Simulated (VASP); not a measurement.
# Br (Im-3m) in VASP: a series of runs, part 2 of 2

VASP 6.6.1. The steps go on from the part before.

## 3. Single point, PBE

This run uses another cell than the first one, of 28.39 Å³/atom.

Input file INCAR:

```
ALGO = Normal
EDIFF = 1E-6
ENCUT = 520
GGA = PE
ISIF = 2
ISMEAR = -1
LASPH = True
LCHARG = False
LREAL = False
LWAVE = False
NBANDS = 10
NELM = 60
PREC = Accurate
SIGMA = 0.06122561905347299
```

Input file KPOINTS:

```
k-points
0
Gamma
  41 41 41
```

Input file POSCAR:

```
Br
1.0
   -1.9217212890      1.9217212890      1.9217212890
    1.9217212890     -1.9217212890      1.9217212890
    1.9217212890      1.9217212890     -1.9217212890
Br
1
Direct
    0.0000000000      0.0000000000      0.0000000000
```

Potentials or basis: VASP PAW PBE potentials, release 64 (Br).

Command:

```bash
$ cat potpaw_PBE.64/Br/POTCAR > POTCAR
$ mpirun -np 1 vasp_std > vasp.out
```

OUTCAR:

```text
EDIFF = 1E-6
   ENCUT = 520
   GGA = PE
   ISIF = 2
   ISMEAR = -1
   LASPH = True
   LREAL = False
   NELM = 60
   PREC = Accurate

 ion  position               nearest neighbor table
   1  0.000  0.000  0.000-

  LATTYP: Found a body centered cubic cell.
 ALAT       =     3.8434425780

  Lattice vectors:

 A1 = (  -1.9217212890,   1.9217212890,   1.9217212890)
 A2 = (   1.9217212890,  -1.9217212890,   1.9217212890)
 A3 = (   1.9217212890,   1.9217212890,  -1.9217212890)

Analysis of symmetry for initial positions (statically):
=====================================================================
 Subroutine PRICEL returns:
 Original cell was already a primitive cell.

 Routine SETGRP: Setting up the symmetry group for a
 body centered cubic supercell.

 Subroutine GETGRP returns: Found 48 space group operations
 (whereof 48 operations were pure point group operations)
 out of a pool of 48 trial point group operations.

The static configuration has the point symmetry O_h .

Analysis of symmetry for dynamics (positions and initial velocities):
=====================================================================
 Subroutine PRICEL returns:
 Original cell was already a primitive cell.

 Routine SETGRP: Setting up the symmetry group for a
 body centered cubic supercell.

 Subroutine GETGRP returns: Found 48 space group operations
 (whereof 48 operations were pure point group operations)
 out of a pool of 48 trial point group operations.

The dynamic configuration has the point symmetry O_h .

 Subroutine INISYM returns: Found 48 space group operations
 (whereof 48 operations are pure point group operations),
 and found     1 'primitive' translations

----------------------------------------------------------------------------------------

[... 106 lines left out ...]
   EFERMI_NEDOS =   21; number of points for ismear=-14 and -15
   IALGO  =     38    algorithm
   IMIX   =      4    mixing-type and parameters
     AMIX     =   0.40;   BMIX     =  1.00
     AMIX_MAG =   1.60;   BMIX_MAG =  1.00
  volume/ion in A,a.u.               =      28.39       191.57
  Fermi-wavevector in a.u.,A,eV,Ry     =   1.026590  1.939974 14.339009  1.053887
  Thomas-Fermi vector in A             =   2.160491
   LORBIT       =      0    0 simple, 1 ext, 2 COOP (PROOUT), +10 PAW based schemes
   GGA     = PE    functional components
   LHFCALC =     F    Hartree Fock is set to
   AEXX    =    0.0000 exact exchange contribution
   IVDW    =     0    specifies the selected vdW correction
   LEPSILON=     F    determine dielectric tensor
   LRPA    =     F    only Hartree local field effects (RPA)
 non-spin polarized calculation
  energy-cutoff  :      520.00
  volume of cell :       28.39
 maximum number of plane-waves:       784
 NGX is ok and might be reduce to    28
   NGX = 13   NGY = 13   NGZ = 13

 number of electron       7.0000000 magnetization

 Free energy of the ion-electron system (eV)
  ---------------------------------------------------
  ext. energy  EPLUGINS =         0.00000000
  ---------------------------------------------------
  free energy    TOTEN  =        -1.01509736 eV

  energy without entropy =       -0.98721200  energy(sigma->0) =       -1.00115468

 E-fermi :   0.9021     XC(G=0):  -8.9574

 val. band max:        0.9016261211   @ k =  -0.3415   0.4878   0.0732
 cond. band min:       0.9022314339   @ k =  -0.4634   0.4878   0.0976
 fundamental gap:      0.0006053128
 Fermi energy:         0.9020882105

 k-point     1 :       0.0000    0.0000    0.0000
  band No.  band energies     occupation
      1     -14.0522      2.00000
      2       1.5373      0.00006
      3       1.5373      0.00006
      4       1.5373      0.00006
      5       8.3980      0.00000
      6      13.5493      0.00000
      7      13.5493      0.00000
      8      13.5493      0.00000
      9      16.0780      0.00000
     10      16.0780      0.00000
[... 287 lines left out ...]
 k-point    24 :       0.0732    0.0244    0.0000
  band No.  band energies     occupation
      1     -13.9772      2.00000
      2       1.0423      0.18397
      3       1.4260      0.00038
      4       1.5111      0.00010
      5       8.8888      0.00000
      6      13.1751      0.00000
      7      13.2959      0.00000
      8      13.9599      0.00000
      9      15.3582      0.00000
     10      15.9336      0.00000

 [... further k-points ...]
[... 5 lines left out ...]
  --------------------------------------------------------------------------------------
  -------------------------------------------------------------------------------------
  Total       -0.2443868     -0.2443868     -0.2443868     -0.0000000      0.0000000     -0.0000000
  in kB      -13.7929518    -13.7929518    -13.7929518     -0.0000000      0.0000000     -0.0000000
  external PRESSURE =     -13.7929518 kB  Pullay stress =       0.0000000 kB

 VOLUME and BASIS-vectors are now :
 -----------------------------------------------------------------------------
  energy-cutoff  :      520.00
  volume of cell :       28.39
      direct lattice vectors                 reciprocal lattice vectors
    -1.921721289  1.921721289  1.921721289     0.000000000  0.260183411  0.260183411
     1.921721289 -1.921721289  1.921721289     0.260183411  0.000000000  0.260183411
     1.921721289  1.921721289 -1.921721289     0.260183411  0.260183411  0.000000000

 POSITION                                       TOTAL-FORCE (eV/Angst)
 -----------------------------------------------------------------------------------
      0.00000      0.00000      0.00000         0.000000      0.000000      0.000000
 -----------------------------------------------------------------------------------
    total drift:                                0.000000      0.000000      0.000000

  FREE ENERGIE OF THE ION-ELECTRON SYSTEM (eV)
  ---------------------------------------------------
  free  energy   TOTEN  =        -1.0150973575 eV

  energy  without entropy=       -0.9872119988  energy(sigma->0) =       -1.00115468
```

OSZICAR:

```text
N       E                     dE             d eps       ncg     rms          rms(c)
DAV:   1     0.204627739585E+02    0.20463E+02   -0.28910E+03 35500   0.537E+02
DAV:   2    -0.203456985335E+00   -0.20666E+02   -0.20246E+02 45676   0.950E+01
DAV:   3    -0.101192621696E+01   -0.80847E+00   -0.78107E+00 42752   0.174E+01
DAV:   4    -0.101471852660E+01   -0.27923E-02   -0.27907E-02 42210   0.122E+00
DAV:   5    -0.101472592696E+01   -0.74004E-05   -0.74004E-05 41950   0.619E-02    0.296E+00
DAV:   6    -0.101458007140E+01    0.14586E-03   -0.18177E-03 41038   0.224E-01    0.182E+00
DAV:   7    -0.101512345692E+01   -0.54339E-03   -0.28451E-03 39974   0.293E-01    0.716E-02
DAV:   8    -0.101509519776E+01    0.28259E-04   -0.17453E-04 39280   0.621E-02    0.785E-03
DAV:   9    -0.101509681392E+01   -0.16162E-05   -0.34825E-06 41018   0.130E-02    0.371E-03
DAV:  10    -0.101509735753E+01   -0.54361E-06   -0.66890E-07 27596   0.545E-03
   1 F= -.10150974E+01 E0= -.10011547E+01  d E =-.278854E-01
```

stdout:

```text
POSCAR found type information on POSCAR Br
 POSCAR found :  1 types and       1 ions
 scaLAPACK will be used
 LDA part: xc-table for (Slater+PW92), standard interpolation
 POSCAR, INCAR and KPOINTS ok, starting setup
 FFT: planning ... GRIDC
 FFT: planning ... GRID_SOFT
 FFT: planning ... GRID
 WAVECAR not read
 entering main loop
```

It took 3.2 min on 1 thread of AMD EPYC 9R45 (Zen 5), shared host; peak memory 0.51 GiB.

Results:

- Free energy: -1.0151 eV
- Pressure: -1.4 GPa
- Band gap on the k mesh: zero (an odd number of electrons rules out a gap without spin polarisation)

Levels at points of the mesh, in eV from the Fermi level:
```csv
k point,band 1,band 2,band 3,band 4,band 5,band 6,band 7,band 8,band 9
"(0.00, 0.00, 0.00)",-14.95,0.64,0.64,0.64,7.50,12.65,12.65,12.65,15.18
```

Caveat: an odd number of electrons without spin polarisation forces a metal; a magnetic or distorted state may lie lower.
